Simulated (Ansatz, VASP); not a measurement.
## SiC3: VASP beside Ansatz

```
Si C
1.0
    -1.97133    1.97133    1.97133
     1.97133   -1.97133    1.97133
     1.97133    1.97133   -1.97133
Si C
1 3
Direct
  0.00000 0.00000 0.00000
  0.00000 0.50000 0.50000
  0.50000 0.00000 0.50000
  0.50000 0.50000 0.00000
```

Alike in both runs: functional PBE; k mesh 6 × 6 × 6; occupations gaussian, width 0.2 eV; no spin polarisation.

Ansatz relaxed the structure, and its values are those at the end. VASP's run is a single point on that final structure, the one shown.

```csv
,VASP,Ansatz
version,VASP 6.6.1,Ansatz 0.2.0
potentials or method,"VASP PAW PBE potentials, release 64 (Si, C), cutoff 600 eV","scalar-relativistic, plane waves, PAW"
valence electrons in the cell,16,16
```

VASP gave:

| Property | Result |
| --- | --- |
| gap on the k mesh at the Fermi level (eV) | none |
| pressure (GPa) | -0.3 |

Task: Which values does Ansatz return?

Result: gap on the k mesh at the Fermi level (eV): none; pressure (GPa): -0.2.

A gap of «none» marks a metal or a gap that the smearing closes.

The k mesh is coarse, so the values compare programs but aren't converged.
